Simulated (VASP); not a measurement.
Runs of VASP 6.6.1 on PtPb. The structure is that of space group P6_3/mmc (No. 194), or close to it. The cells are those of the table. 

```csv
task,cell,gap on the mesh (eV),pressure (GPa)
single point,"a = 4.293, b = 4.293, c = 5.456 Å, angles 90.0, 90.0, 120.0°, 4 atoms",none,4.5
electric field gradients,"a = 4.333, b = 4.333, c = 5.563 Å, angles 90.0, 90.0, 120.0°, 4 atoms",none,(b)
single point,"a = 4.250, b = 4.250, c = 5.347 Å, angles 90.0, 90.0, 120.0°, 4 atoms",none,10.3
single point,"a = 4.165, b = 4.165, c = 5.456 Å, angles 90.0, 90.0, 120.0°, 4 atoms",none,12.4
single point,"a = 4.250, b = 4.250, c = 5.456 Å, angles 90.0, 90.0, 120.0°, 4 atoms",none,6.9
single point,"a = 4.208, b = 4.208, c = 5.456 Å, angles 90.0, 90.0, 120.0°, 4 atoms",none,(a)
single point,"a = 4.250, b = 4.250, c = 5.511 Å, angles 90.0, 90.0, 120.0°, 4 atoms",none,5.3
single point,"a = 4.250, b = 4.250, c = 5.401 Å, angles 90.0, 90.0, 120.0°, 4 atoms",none,8.5
electric field gradients,"a = 4.250, b = 4.250, c = 5.456 Å, angles 90.0, 90.0, 120.0°, 4 atoms",none,6.9
single point,"a = 4.335, b = 4.335, c = 5.456 Å, angles 90.0, 90.0, 120.0°, 4 atoms",none,2.5
electric field gradients,"a = 4.250, b = 4.250, c = 5.565 Å, angles 90.0, 90.0, 120.0°, 4 atoms",none,3.9
```

Alike in all rows: level LDA; potentials or basis VASP PAW LDA potentials, release 64 (Pt, Pb_d); no spin polarisation; k mesh 10 × 10 × 7; cutoff (eV) 520; smearing fermi-dirac 0.05 eV.

Task: Estimate the missing entries.

Result: (a) 9.5; (b) 0.1.

Caveats: spin-orbit coupling is left out, which moves the levels of the heavy elements.

A k mesh can miss the band edges, and the runs leave out spin-orbit coupling on Pb, Pt.

A gap of «none» marks levels without a gap at the run's occupations.
